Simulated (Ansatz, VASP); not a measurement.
# In2GeS2: VASP beside Ansatz

```
In Ge S
1.0
     3.91300    0.00000    0.00000
    -1.95650    3.38876    0.00000
     0.00000    0.00000    9.25381
In Ge S
2 1 2
Direct
  0.66667 0.33333 0.35432
  0.33333 0.66667 0.64568
  0.00000 0.00000 0.00000
  0.66667 0.33333 0.83228
  0.33333 0.66667 0.16772
```

Change from the starting cell: species swapped into the Na2HfN2 type (P-3m1, No. 164).

Alike in both runs: functional PBE; k mesh 6 × 6 × 2; occupations gaussian, width 0.1 eV; no spin polarisation.

Ansatz relaxed the structure, and its values are those at the end. VASP's run is a single point on that final structure, the one shown.

|  | VASP | Ansatz |
| --- | --- | --- |
| version | VASP 6.6.1 | Ansatz 0.2.0 |
| potentials or method | VASP PAW PBE potentials, release 64 (In_d, Ge_d, S), cutoff 520 eV | scalar-relativistic, plane waves, PAW |
| valence electrons in the cell | 52 | 52 |

```csv
,VASP,Ansatz,Ansatz less VASP
gap on the k mesh at the Fermi level (eV),none,none,-
pressure (GPa),-0.1,-0.1,+0.03
rms of the force components (eV/Å),0.006,0.004,-0.0018
```

A gap of «none» marks a metal or a gap that the smearing closes. With one functional, cell and mesh, what is left measures potentials, basis and numerics.
